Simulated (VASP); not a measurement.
V:

```
V
1.0
     2.04974   -3.47393    0.00000
     2.04974    3.47393    0.00000
     0.00000    0.00000    4.10493
V
4
Direct
  0.15250 0.84750 0.07850
  0.65250 0.34750 0.42150
  0.84750 0.15250 0.92150
  0.34750 0.65250 0.57850
```

```yaml
Program: VASP 6.6.1
Task: relaxation of cell and atoms
Functional: PBE
Potentials_or_basis: VASP PAW PBE potentials, release 64 (V_sv)
Cutoff: 600 eV
k_mesh: 6 × 6 × 4
Occupations: gaussian, width 0.1 eV
Spin: no spin polarisation
```

At the start: pressure 12.7 GPa; volume 14.61 Å³/atom.

**Question.** Where does the relaxation end?

**Answer.** Over 31 steps the energy falls by 864.3 meV/atom and the volume is 13.94 Å³/atom (-4.6 %); space group Cmce (No. 64, to 0.1 Å) before, Fmmm (No. 69, to 0.1 Å).

Step by step:
| step | energy change (eV) | largest force (eV/Å) | pressure (GPa) | volume (Å³) |
| --- | --- | --- | --- | --- |
| 1 | 0.0000 | 0.4941 | 12.65 | 58.46 |
| 2 | -0.4113 | 0.3860 | -7.69 | 68.64 |
| 3 | -0.4373 | 0.3957 | -4.35 | 66.40 |
| 4 | -0.7518 | 0.6628 | -2.27 | 65.30 |
| 5 | -1.1155 | 2.6593 | 8.45 | 61.75 |
| 6 | -1.1877 | 2.7191 | 8.31 | 61.81 |
| 7 | -1.3923 | 2.9113 | 8.23 | 61.88 |
| 8 | -1.6586 | 2.8517 | 9.86 | 61.59 |
| 9 | -1.6513 | 2.8365 | 11.06 | 61.37 |
| 10 | -1.8828 | 2.3724 | 6.26 | 62.49 |
| 11 | -2.2102 | 1.2835 | -5.50 | 65.89 |
| 12 | -2.2154 | 1.1652 | -7.17 | 66.34 |
| 13 | -2.3625 | 1.1337 | -6.95 | 65.42 |
| 14 | -2.7664 | 1.0169 | -5.63 | 62.68 |
| 15 | -3.2920 | 0.9299 | 0.33 | 57.32 |
| 16 | -1.6319 | 1.8243 | 42.17 | 47.09 |
| 17 | -3.2493 | 1.2358 | 4.32 | 56.19 |
| 18 | -3.2513 | 1.1930 | 8.57 | 54.30 |
| 19 | -3.3203 | 0.6789 | 3.37 | 54.92 |
| 20 | -3.3291 | 0.7015 | 4.43 | 54.77 |
| 21 | -3.3863 | 0.5534 | 0.77 | 55.90 |
| 22 | -3.4076 | 0.3911 | -2.66 | 57.10 |
| 23 | -3.4340 | 0.2728 | -1.52 | 56.61 |
| 24 | -3.4508 | 0.1637 | 0.37 | 55.88 |
| 25 | -3.4509 | 0.1672 | 0.69 | 55.81 |
| 26 | -3.4545 | 0.0715 | -0.36 | 56.01 |
| 27 | -3.4546 | 0.0613 | -0.55 | 56.05 |
| 28 | -3.4558 | 0.0468 | -0.01 | 55.84 |
| 29 | -3.4561 | 0.0380 | 0.29 | 55.69 |
| 30 | -3.4569 | 0.0182 | 0.10 | 55.73 |
| 31 | -3.4573 | 0.0102 | -0.10 | 55.77 |

Final structure:
```
CELL_PARAMETERS angstrom
2.17201 -4.43208 0.00000
2.17201 4.43208 0.00000
0.00000 0.00000 2.89670
ATOMIC_POSITIONS crystal
V 0.13688 0.86312 0.00012
V 0.63688 0.36312 0.49988
V 0.86312 0.13688 0.99988
V 0.36312 0.63688 0.50012
```

Caveat: the k points lie up to 0.54 Å⁻¹ apart in the final cell, too coarse for converged energies and pressures of a metal; a cell axis changed by over 15 % at a fixed basis, so the end point is rough.
